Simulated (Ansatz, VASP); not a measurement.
One calculation of BiAu, two programs

```
Au Bi
1.0
     0.00000    2.89651    2.89651
     2.89651    0.00000    2.89651
     2.89651    2.89651    0.00000
Au Bi
1 1
Direct
  0.50000 0.50000 0.50000
  0.00000 0.00000 0.00000
```

Alike in both runs: task single point; functional PBEsol; k mesh 10 × 10 × 10; occupations gaussian, width 0.05 eV; no spin polarisation.

|  | VASP | Ansatz |
| --- | --- | --- |
| version | VASP 6.6.1 | Ansatz 0.2.0 |
| potentials or method | VASP PAW PBE potentials, release 64 (Au, Bi_d), cutoff 520 eV | scalar-relativistic, plane waves, PAW |
| valence electrons in the cell | 26 | 34 |

|  | VASP | Ansatz | Ansatz less VASP |
| --- | --- | --- | --- |
| pressure (GPa) | 1.7 | 1.9 | +0.12 |

VASP's potentials were made for PBE, not for PBEsol. VASP's potentials hold 26 valence electrons a cell and Ansatz's 34, so a difference there can come from the potentials and not from the codes.

Spin-orbit coupling is off throughout.
